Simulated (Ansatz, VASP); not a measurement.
Given: the input of a run of VASP 6.6.1 on AlN.

The input POSCAR:

```
AlN
1.0
    3.1130000000      0.0000000000      0.0000000000
   -1.5565000000      2.6959370820      0.0000000000
    0.0000000000      0.0000000000      4.9810000000
Al N
2 2
Direct
    0.6666666667      0.3333333333      0.5000000000
    0.3333333333      0.6666666667      0.0000000000
    0.6666666667      0.3333333333      0.8800000000
    0.3333333333      0.6666666667      0.3800000000
```

INCAR.step1

```
  PREC = Accurate
  ENCUT = 520
  EDIFF = 1E-5
  ISMEAR = -1
  SIGMA = 0.05
  LREAL = False
  LASPH = True
  NELM = 60
  ALGO = Normal
  ISIF = 2
  LWAVE = True
  LCHARG = False
  GGA = PE
  NBANDS = 16
```

Contents of INCAR.step2:

```
  PREC = Accurate
  ENCUT = 520
  EDIFF = 1E-6
  ISMEAR = -1
  SIGMA = 0.05
  LREAL = False
  LASPH = True
  NELM = 60
  ALGO = Normal
  ISIF = 2
  LWAVE = False
  LCHARG = False
  GGA = PE
  LHFCALC = True
  AEXX = 0.15
  HFSCREEN = 0.2078699
  PRECFOCK = Normal
  ISTART = 1
  NBANDS = 16
```

Contents of KPOINTS:

```
Automatic mesh
0
Gamma
  6 6 3
```

Potentials or basis: VASP PAW PBE potentials, release 64 (Al, N).

Launch:

```console
$ cat potpaw_PBE.64/Al/POTCAR potpaw_PBE.64/N/POTCAR > POTCAR
$ cp INCAR.step1 INCAR
$ mpirun -np 1 vasp_std > vasp.out
$ cp INCAR.step2 INCAR
$ mpirun -np 1 vasp_std > vasp.out
```

Question: Translate it to Ansatz 0.2.0. Potentials there: Ansatz PAW.

Answer: As run (the cutoff follows the program's own potentials):

File input.yaml:

```yaml
crystal:
  lattice:
    - [3.113, 0.0, 0.0]
    - [-1.5565, 2.695937082, 0.0]
    - [0.0, 0.0, 4.981]
  atoms:
    - { symbol: Al, position: [0.6666666667, 0.3333333333, 0.5] }
    - { symbol: Al, position: [0.3333333333, 0.6666666667, 0.0] }
    - { symbol: "N", position: [0.6666666667, 0.3333333333, 0.88] }
    - { symbol: "N", position: [0.3333333333, 0.6666666667, 0.38] }
hamiltonian:
  xc:
    exchange: pbe
    correlation: pbe
    exx: { coeff: 0.15, omega: 0.2078699 }
  pseudopotentials: { kind: paw }
kpoints:
  mp_grid: { grid: [6, 6, 3] }
scf:
  occupations: { method: fermi_dirac, width: 0.05 }
output:
  forces: true
  stress: true
  eigenvalues: true
```

Potentials or basis: Ansatz PAW.

Command:

```sh
$ ansatz run input.yaml --threads 1 --pin off --max-ram 3584MiB --backend cpu --events-out ev --progress --plain --runs-dir out
```

Both were run:

|  | VASP | Ansatz | Ansatz less VASP |
| --- | --- | --- | --- |
| gap on the k mesh at the Fermi level (eV) | 5.03 | 5.02 | -0.002 |
| least direct gap on the mesh (eV) | 5.03 | 5.02 | -0.002 |
| pressure (GPa) | 0.3 | 0.5 | +0.17 |
| traceless stress, the component that is largest in VASP (GPa) | 1.09 | 1.02 | -0.074 |
| rms of the force components (eV/Å) | 0.074 | 0.075 | +0.0010 |

VASP's potentials were made for PBE, not for PBE-based screened hybrid. Atom by atom the forces differ by 0.001 eV/Å (rms over components).

The k mesh is coarse, so the values compare programs but aren't converged. Noted on Ansatz's run: odd divisions of the mesh miss points on the zone boundary, where band edges often lie, so the gap on the mesh can be too wide.
